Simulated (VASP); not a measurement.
## Sc4Mo: single point with PBE

Sc4Mo:

```
CELL_PARAMETERS angstrom
5.02111 0.00000 0.00000
0.00000 5.02111 0.00000
0.00000 0.00000 5.02111
ATOMIC_POSITIONS crystal
Sc 0.50000 0.00000 0.00000
Sc 0.00000 0.50000 0.00000
Sc 0.00000 0.00000 0.50000
Sc 0.50000 0.50000 0.50000
Mo 0.00000 0.00000 0.00000
```

The cell was built from a structure type or drawn by symmetry, and may not be a known phase.

* Program: VASP 6.6.1
* Task: single point
* Functional: PBE
* Potentials or basis: VASP PAW PBE potentials, release 64 (Sc_sv, Mo_sv)
* Cutoff: 520 eV
* k mesh: 4 × 4 × 4
* Occupations: gaussian, width 0.1 eV
* Spin: collinear spin
* Starting moments: [1.0, 1.0, 1.0, 1.0, 1.0] μB

```json
{"Pressure": "0.4 GPa", "Band gap on the k mesh": "zero (filled and empty bands overlap)", "Net moment": "0.00 μB per cell", "Valence electrons inside the program's atomic spheres": "Sc 9.55, 9.16 (each value once); Mo 13.01"}
```

Levels at points of the mesh, in eV from the Fermi level:
Spin up:
| k point | band 27 | band 28 | band 29 | band 30 | band 31 | band 32 |
| --- | --- | --- | --- | --- | --- | --- |
| (0.00, 0.00, 0.00) | -1.04 | -0.95 | -0.95 | 0.60 | 0.60 | 0.60 |
| (0.50, 0.00, 0.00) | -0.84 | -0.51 | -0.03 | -0.03 | 0.18 | 0.26 |
| (0.50, 0.50, 0.00) | -0.93 | 0.24 | 0.33 | 0.44 | 0.47 | 0.81 |
| (0.50, 0.50, 0.50) | -1.55 | -0.13 | 0.39 | 0.39 | 0.98 | 1.26 |
Spin down:
```csv
k point,band 25,band 26,band 27,band 28,band 29,band 30,band 31,band 32,band 33,band 34
"(0.00, 0.00, 0.00)",-2.19,-2.19,-1.04,-0.95,-0.95,0.60,0.60,0.60,1.09,1.09
"(0.50, 0.00, 0.00)",-1.95,-1.95,-0.84,-0.51,-0.03,-0.03,0.18,0.26,1.10,1.66
"(0.50, 0.50, 0.00)",-1.87,-1.87,-0.93,0.24,0.33,0.44,0.47,0.81,0.83,0.83
"(0.50, 0.50, 0.50)",-1.56,-1.56,-1.55,-0.13,0.39,0.39,0.98,0.98,1.31,1.31
```

Wall time 110 s on 1 thread of Intel(R) Xeon(R) 6975P-C (Granite Rapids), with other jobs on the host, peak memory 0.32 GiB.
